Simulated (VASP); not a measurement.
Set up this calculation in VASP 6.6.1, as the native input.

```yaml
Task: single point
Functional: PBE
Potentials_or_basis: VASP PAW PBE potentials, release 64 (La)
Cutoff: 520 eV
k_mesh: 11 × 11 × 6
Occupations: fermi-dirac, width 0.15 eV
Spin: no spin polarisation
Dipole_correction: no
Further_INCAR_settings: ALGO = Normal; EDIFF = 1e-07; NBANDS = 18
```

The structure of La lies in POSCAR:

```
La
1.0
    3.7500020507      0.0000000000      0.0000000000
   -1.8750010253      3.2475970401      0.0000000000
    0.0000000000      0.0000000000      6.0700000000
La
2
Direct
    0.3333333333      0.6666666667      0.2500000000
    0.6666666667      0.3333333333      0.7500000000
```

The input as run:

INCAR

```
PREC     = Accurate       # precision mode
ENCUT    = 520            # plane-wave cutoff, eV
EDIFF    = 1E-7           # SCF threshold, eV
ISMEAR   = -1             # smearing method
SIGMA    = 0.15           # smearing width, eV
LREAL    = F              # projectors in reciprocal space
LASPH    = T              # aspherical terms in the spheres
NELM     = 60             # most SCF steps
ALGO     = Normal         # electronic algorithm
ISIF     = 2              # what is computed and relaxed
LWAVE    = F              # write WAVECAR
LCHARG   = F              # write CHGCAR
GGA      = PE             # functional
NBANDS   = 18             # bands
```

KPOINTS

```
regular mesh
0
Gamma
  11 11 6
```

Potentials or basis: VASP PAW PBE potentials, release 64 (La).

The run is started by

```console
$ cat potpaw_PBE.64/La/POTCAR > POTCAR
$ mpirun -np 1 vasp_std > vasp.out
```

Results of the run:

* Pressure: 0.8 GPa
* Band gap on the k mesh: zero (bands 11 and 12 overlap by 1.48 eV)

Caveat: spin-orbit coupling is left out, which moves the levels of the heavy elements.

It took 66 s on 1 thread of AMD EPYC 9R45 96-Core Processor (Zen 5) (shared host), peak memory 0.21 GiB.
